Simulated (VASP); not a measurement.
# C: single point with PBE

Crystal: C.

```
C
1.0
     2.58102    0.00000    0.00000
    -1.29051    2.23523    0.00000
     0.00000    0.00000    8.51231
C
8
Direct
  0.98624 0.97249 0.09297
  0.98624 0.97249 0.59297
  0.98624 0.97249 0.40703
  0.98624 0.97249 0.90703
  0.34709 0.69418 0.15553
  0.68042 0.36085 0.65553
  0.34709 0.69418 0.34447
  0.68042 0.36085 0.84447
```

This cell differs from its parent crystal: atoms displaced along a vibrational mode, the cell strained.

- Program: VASP 6.6.1
- Task: single point
- Functional: PBE
- Potentials or basis: VASP PAW PBE potentials, release 64 (C)
- Cutoff: 520 eV
- k mesh: 12 × 12 × 4
- Occupations: gaussian, width 0.05 eV
- Spin: no spin polarisation
- Dipole correction: no
- Further INCAR settings: ALGO = Normal; EDIFF = 1e-06; NBANDS = 26

| Property | Result |
| --- | --- |
| Pressure | -22.8 GPa |
| Largest force | 3.734 eV/Å |
| Band gap on the k mesh | 2.90 eV (least direct gap 3.27 eV) |

Forces in eV/Å, atoms in the order of the input:
```
C    0.000  2.715 -0.364
C    0.000  3.705 -0.461
C    0.000  2.715  0.364
C    0.000  3.705  0.461
C    0.000 -2.721  0.358
C    0.000 -3.699  0.453
C    0.000 -2.721 -0.358
C    0.000 -3.699 -0.453
```

Stress tensor (GPa, compression positive):
```
-24.29   0.00   0.00
  0.00 -19.15   0.00
  0.00   0.00 -24.99
```

Levels at points of the mesh, in eV from the valence-band top:
```
           k point  band 12  band 13  band 14  band 15  band 16  band 17  band 18  band 19  band 20  band 21
(0.00, 0.00, 0.00)    -1.67    -1.66    -0.88    -0.05     0.00     3.27     3.40     4.34     5.27     5.45
(0.50, 0.00, 0.00)    -5.73    -5.18    -4.86    -4.12    -3.37     2.90     4.33     4.47     4.60     5.34
(0.00, 0.50, 0.00)    -5.67    -5.28    -5.26    -4.23    -3.50     3.49     4.49     4.88     5.12     5.40
(0.00, 0.00, 0.50)    -2.91    -1.49    -1.41    -0.22    -0.18     3.48     3.60     4.94     5.22     5.34
(0.50, 0.00, 0.50)    -6.36    -5.34    -4.77    -4.18    -3.83     3.19     3.46     5.44     5.70     6.10
(0.00, 0.50, 0.50)    -6.19    -5.91    -4.56    -4.55    -3.85     3.60     4.20     4.93     6.05     6.83
```

It took 73 s on 1 thread of Intel(R) Xeon(R) 6975P-C (Granite Rapids), on a shared host, peak memory 0.23 GiB.

Caveat: the cell differs from its parent crystal (atoms displaced along a vibrational mode, the cell strained); the cell stands under tension; forces of over 1 eV/Å act on the atoms, so gaps and moduli don't describe the material at rest. A k mesh can miss the band edges.
